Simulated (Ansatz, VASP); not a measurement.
## CoO: VASP beside Ansatz

```
Co O
1.0
     1.52806    0.88222    2.21474
    -1.52806    0.88222    2.21474
     0.00000   -1.76445    2.21474
Co O
1 1
Direct
  0.00000 0.00000 0.00000
  0.50000 0.50000 0.50000
```

Alike in both runs: functional PBEsol; k mesh 18 × 18 × 18; occupations gaussian, width 0.1 eV; collinear spin.

Ansatz relaxed the structure, and its values are those at the end. VASP's run is a single point on that final structure, the one shown.

|  | VASP | Ansatz |
| --- | --- | --- |
| version | VASP 6.6.1 | Ansatz 0.2.0 |
| potentials or method | VASP PAW PBE potentials, release 64 (Co, O), cutoff 520 eV | scalar-relativistic, plane waves, PAW |
| valence electrons in the cell | 15 | 23 |

VASP gave:

```
gap on the k mesh at the Fermi level (eV)                     : none
pressure (GPa)                                                : -0.9
net moment per atom (μB)                                      : 1.34
size of the moment on the site where the two differ most (μB) : 2.37
```

What did Ansatz give for the same quantities?

gap on the k mesh at the Fermi level (eV): none; pressure (GPa): 0.0; net moment per atom (μB): 1.36; size of the moment on the site where the two differ most (μB): 2.32.

VASP's potentials were made for PBE, not for PBEsol. Site moments also hang on the region over which each program counts them. A gap of «none» marks a metal or a gap that the smearing closes. VASP's potentials hold 15 valence electrons a cell and Ansatz's 23, so a difference there can come from the potentials and not from the codes.
